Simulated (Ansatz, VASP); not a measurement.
# Al in VASP and in Ansatz

```xyz
4
Lattice="2.8661 0.0000 0.0000 -1.4330 2.4821 0.0000 0.0000 0.0000 9.8538" Properties=species:S:1:pos:R:3 pbc="T T T"
Al    0.0000    0.0000    0.0000
Al    0.0000    1.6547    2.4634
Al    0.0000    0.0000    4.9269
Al    1.4331    0.8274    7.3903
```

Alike in both runs: task single point; functional PBEsol; dispersion D3(BJ); k mesh 18 × 18 × 6; occupations gaussian, width 0.15 eV; no spin polarisation.

```csv
,VASP,Ansatz
version,VASP 6.6.1,Ansatz 0.2.0
potentials or method,"VASP PAW PBE potentials, release 64 (Al), cutoff 520 eV","scalar-relativistic, plane waves, PAW"
valence electrons in the cell,12,12
```

```tsv
	VASP	Ansatz	Ansatz less VASP
gap on the k mesh at the Fermi level (eV)	none	none	-
pressure (GPa)	-7.7	-7.8	-0.06
traceless stress, the component that is largest in VASP (GPa)	-1.28	-1.27	+0.014
```

VASP's potentials were made for PBE, not for PBEsol, and Ansatz warns of the same on its side. A gap of «none» marks a metal or a gap that the smearing closes.
